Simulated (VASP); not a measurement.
Input of a VASP 6.6.1 run:

Contents of INCAR:

```
PREC     = Accurate       # precision mode
ENCUT    = 520            # plane-wave cutoff, eV
EDIFF    = 1E-6           # SCF threshold, eV
ISMEAR   = 0              # smearing method
SIGMA    = 0.15           # smearing width, eV
LREAL    = F              # projectors in reciprocal space
LASPH    = T              # aspherical terms in the spheres
NELM     = 100            # most SCF steps
ALGO     = Normal         # electronic algorithm
ISIF     = 2              # what is computed and relaxed
LWAVE    = F              # write WAVECAR
LCHARG   = T              # write CHGCAR
LELF     = T              # ELF
LVHAR    = T            
NBANDS   = 14             # bands
```

KPOINTS

```
Automatic mesh
0
Gamma
  20 20 20
```

File POSCAR:

```
TiB
1.0
    0.0000000000      2.1010000000      2.1010000000
    2.1010000000      0.0000000000      2.1010000000
    2.1010000000      2.1010000000      0.0000000000
Ti B
1 1
Direct
    0.7500000000      0.7500000000      0.7500000000
    0.0000000000      0.0000000000      0.0000000000
```

Potentials or basis: VASP PAW LDA potentials, release 64 (Ti_sv, B).

Command:

```bash
$ cat potpaw_LDA.64/Ti_sv/POTCAR potpaw_LDA.64/B/POTCAR > POTCAR
$ mpirun -np 1 vasp_std > vasp.out
```

**Question.** What does it give for the pressure?

**Answer.** 105.6 GPa.

**Question.** What does it give for the band gap on the k mesh?

**Answer.** Zero (an odd number of electrons rules out a gap without spin polarisation).

Caveat: the cell stands under pressure.
